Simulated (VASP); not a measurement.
Here is a VASP 6.6.1 calculation.

The input POSCAR:

```
GaSb
1.0
    0.0000000000      3.0351751599      3.0351751599
    3.0351751599      0.0000000000      3.0351751599
    3.0351751599      3.0351751599      0.0000000000
Ga Sb
1 1
Direct
    0.0000000000      0.0000000000      0.0000000000
    0.2500000000      0.2500000000      0.2500000000
```

File INCAR.step1:

```
SYSTEM = GaSb
ALGO = Normal
EDIFF = 1E-4
ENCUT = 520
GGA = PE
ISMEAR = 0
LASPH = .True.
LCHARG = .False.
LREAL = .False.
LWAVE = .True.
NBANDS = 16
NELM = 100
PREC = Accurate
SIGMA = 0.02
```

File INCAR.step2:

```
SYSTEM = GaSb
ALGO = Normal
EDIFF = 1E-6
ENCUT = 520
ISIF = 2
ISMEAR = 0
ISTART = 1
LASPH = .True.
LCHARG = .False.
LMIXTAU = .True.
LREAL = .False.
LWAVE = .False.
METAGGA = R2SCAN
NBANDS = 16
NELM = 100
PREC = Accurate
SIGMA = 0.02
```

Contents of KPOINTS:

```
k-points
0
Gamma
  10 10 10
  0 0 0
```

Potentials or basis: VASP PAW PBE potentials, release 64 (Ga_d, Sb).

Command:

```console
$ cat potpaw_PBE.64/Ga_d/POTCAR potpaw_PBE.64/Sb/POTCAR > POTCAR
$ cp INCAR.step1 INCAR
$ mpirun -np 1 vasp_std > vasp.out
$ cp INCAR.step2 INCAR
$ mpirun -np 1 vasp_std > vasp.out
```

(1) Predict the band gap on the k mesh.

(2) Predict the pressure.

Answers

(1) 0.63 eV.

(2) 1.8 GPa.

Caveat: the PAW data sets were made with another functional, which shifts forces and pressure a little; spin-orbit coupling is left out, which moves the levels of the heavy elements.
